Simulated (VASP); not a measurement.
Here is a VASP 6.6.1 calculation.

Contents of INCAR:

```
PREC = Accurate
ENCUT = 520
EDIFF = 1E-7
ISMEAR = 0
SIGMA = 0.1
LREAL = F
LASPH = T
NELM = 60
ALGO = Fast
ISIF = 2
LWAVE = F
LCHARG = F
GGA = CA
NBANDS = 18
```

Contents of KPOINTS:

```
Automatic mesh
0
Gamma
  14 14 10
```

File POSCAR:

```
Sc
1.0
    3.3656296592      0.0000000000      0.0000000000
    0.0000000000      3.3656296592      0.0000000000
    0.0000000000      0.0000000000      4.7556229731
Sc
2
Direct
    0.0000000000      0.0000000000      0.0000000000
    0.5000000000      0.5000000000      0.5000000000
```

Potentials or basis: VASP PAW LDA potentials, release 64 (Sc_sv).

The run is started by

```bash
$ cat potpaw_LDA.64/Sc_sv/POTCAR > POTCAR
$ mpirun -np 1 vasp_std > vasp.out
```

Problem. What does it give for the pressure?

Solution. -8.0 GPa.

Problem. What does it give for the band gap on the k mesh?

Solution. Zero (bands 11 and 12 overlap by 0.87 eV).

Caveat: the cell stands under tension.
